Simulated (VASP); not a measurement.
## Ti: relaxation of cell and atoms with PBE

The system is Ti.

```xyz
1
Lattice="0.0000 1.7297 1.7297 1.7297 0.0000 1.7297 1.7297 1.7297 0.0000" Properties=species:S:1:pos:R:3 pbc="T T T"
Ti    0.0000    0.0000    0.0000
```

| Property | Result |
| --- | --- |
| Program | VASP 6.6.1 |
| Task | relaxation of cell and atoms |
| Functional | PBE |
| Potentials or basis | VASP PAW PBE potentials, release 64 (Ti_sv) |
| Cutoff | 600 eV |
| k mesh | 19 × 19 × 19 |
| Occupations | fermi-dirac, width 0.1 eV |
| Spin | no spin polarisation |
| Target pressure | 130 GPa |
| Dipole correction | no |
| Further INCAR settings | ALGO = Normal; EDIFF = 1e-07; IBRION = 2; EDIFFG = -0.005; NSW = 60; ISIF = 3 |

```yaml
Relaxed_volume: 10.24 Å³/atom
Relaxed_cell: a = 2.438 Å, b = 2.438 Å, c = 2.438 Å, α = 60.00°, β = 60.00°, γ = 60.00°
Space_group_after_relaxing_to_0.05_Å: Fm-3m (No. 225)
Energy_change_on_relaxing_the_enthalpy_is_what_falls: +84.6 meV/atom
Ionic_steps: 4
Pressure_after_relaxing: 130.0 GPa
Band_gap_on_the_k_mesh: zero (band 6 reaches 16.04 eV, above the bottom of band 7 at 14.25 eV)
```

The path:
```
step  energy change (eV)  largest force (eV/Å)  pressure (GPa)  volume (Å³)
   1              0.0000                0.0000          125.53        10.35
   2              0.3587                0.0000          144.57         9.92
   3              0.0829                0.0000          129.92        10.25
   4              0.0846                0.0000          130.00        10.24
```

Final structure:
```
Ti
1.0
     0.00000    1.72378    1.72378
     1.72378    0.00000    1.72378
     1.72378    1.72378    0.00000
Ti
1
Direct
  0.00000 0.00000 0.00000
```

Levels at points of the mesh, in eV from the Fermi level:
```tsv
k point	band 2	band 3	band 4	band 5	band 6	band 7	band 8	band 9	band 10
(0.00, 0.00, 0.00)	-30.88	-30.88	-30.88	-6.56	0.87	0.87	0.87	4.10	4.10
```

Run time: 42 s on 1 thread of Intel(R) Xeon(R) 6975P-C (Granite Rapids), on a shared host, peak memory 0.15 GiB.

Caveat: the cell is relaxed towards a set pressure, so the enthalpy falls and the energy may rise.
